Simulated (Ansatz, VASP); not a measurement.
# One calculation of C2O, two programs

```xyz
6
Lattice="3.7427 0.0000 0.0000 0.0000 3.7427 0.0000 0.0000 0.0000 3.7427" Properties=species:S:1:pos:R:3 pbc="T T T"
C     0.9357    0.9357    0.9357
C     2.8070    2.8070    0.9357
C     0.9357    2.8070    2.8070
C     2.8070    0.9357    2.8070
O     0.0000    0.0000    0.0000
O     1.8713    1.8713    1.8713
```

Alike in both runs: functional PBEsol; k mesh 10 × 10 × 10; occupations gaussian, width 0.1 eV; no spin polarisation.

Ansatz relaxed the structure, and its values are those at the end. VASP's run is a single point on that final structure, the one shown.

|  | VASP | Ansatz |
| --- | --- | --- |
| version | VASP 6.6.1 | Ansatz 0.2.0 |
| potentials or method | VASP PAW PBE potentials, release 64 (C, O), cutoff 520 eV | scalar-relativistic, plane waves, PAW |
| valence electrons in the cell | 28 | 28 |

VASP gave:

```
gap on the k mesh at the Fermi level (eV) : none
pressure (GPa)                            : 0.0
```

**Question.** Which values does Ansatz return?

**Answer.** gap on the k mesh at the Fermi level (eV): none; pressure (GPa): 0.1.

VASP's potentials were made for PBE, not for PBEsol. A gap of «none» marks a metal or a gap that the smearing closes. With one functional, cell and mesh, what is left measures potentials, basis and numerics.
